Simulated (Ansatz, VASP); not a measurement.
Two plane-wave programs on TiPd

File INCAR:

```
PREC     = Accurate       # precision mode
ENCUT    = 520            # plane-wave cutoff, eV
EDIFF    = 1E-7           # SCF threshold, eV
ISMEAR   = -1             # smearing method
SIGMA    = 0.05           # smearing width, eV
LREAL    = F              # projectors in reciprocal space
LASPH    = T              # aspherical terms in the spheres
NELM     = 80             # most SCF steps
ALGO     = Normal         # electronic algorithm
ISIF     = 2              # what is computed and relaxed
LWAVE    = F              # write WAVECAR
LCHARG   = F              # write CHGCAR
NBANDS   = 18             # bands
```

File KPOINTS:

```
Automatic mesh
0
Gamma
  8 8 6
```

POSCAR

```
TiPd
1.0
    2.7425049031      0.0000000000      0.0000000000
    0.0000000000      2.7425049031      0.0000000000
    0.0000000000      0.0000000000      3.7665977990
Ti Pd
1 1
Direct
    0.0000000000      0.0000000000      0.0000000000
    0.5000000000      0.5000000000      0.5000000000
```

Input for Ansatz:

```yaml
crystal:
  lattice:
    - [2.7425049030814965, 0.0, 0.0]
    - [0.0, 2.7425049030814965, 0.0]
    - [0.0, 0.0, 3.7665977989752895]
  atoms:
    - { symbol: Ti, position: [0.0, 0.0, 0.0] }
    - { symbol: Pd, position: [0.5, 0.5, 0.5] }
basis:
  ecutwfc: 500.0
kpoints:
  mp_grid:
    grid: [8, 8, 6]
hamiltonian:
  xc: lda
scf:
  occupations:
    method: fermi_dirac
    width: 0.05
output:
  stress: true
```

Alike in both runs: task single point; functional LDA; k mesh 8 × 8 × 6; occupations fermi-dirac, width 0.05 eV; no spin polarisation.

```csv
,VASP,Ansatz
version,VASP 6.6.1,Ansatz 0.2.0
potentials or method,"VASP PAW LDA potentials, release 64 (Ti_sv, Pd), cutoff 520 eV","plane waves, PAW"
valence electrons in the cell,22,30
```

|  | VASP | Ansatz | Ansatz less VASP |
| --- | --- | --- | --- |
| pressure (GPa) | 5.2 | 5.0 | -0.27 |
| traceless stress, the component that is largest in VASP (GPa) | 0.10 | 0.02 | -0.084 |

LDA's correlation is that of Perdew and Zunger in VASP and of Perdew and Wang (1992) in Ansatz. VASP's potentials hold 22 valence electrons a cell and Ansatz's 30, so a difference there can come from the potentials and not from the codes.
